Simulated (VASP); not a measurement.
The system is CoOs.

```
CELL_PARAMETERS angstrom
2.67127 0.00000 0.00000
-1.33564 2.31339 0.00000
0.00000 0.00000 4.11656
ATOMIC_POSITIONS crystal
Co 0.66667 0.33333 0.50000
Os 0.33333 0.66667 0.00000
```

Base run:

- Program: VASP 6.6.1
- Functional: PBEsol
- Potentials or basis: VASP PAW PBE potentials, release 64 (Co, Os)
- Cutoff: 520 eV
- k mesh: 10 × 10 × 6
- Occupations: fermi-dirac, width 0.1 eV
- Spin: collinear spin, ferromagnetic start
- Starting moments: [1.8, 0.0] μB

Its results: pressure -12.9 GPa; net moment 0.80 μB per cell; site moments Co +0.84; Os -0.03 μB.

Question: The run is repeated on the same cell with these changes: k mesh from 10 × 10 × 6 to 4 × 4 × 3. What comes out?

Answer: Pressure -11.4 GPa; net moment 1.20 μB per cell; site moments Co +0.99; Os +0.22 μB.

Caveats: some runs use coarse meshes; the PAW data sets were made with another functional, which shifts forces and pressure a little.
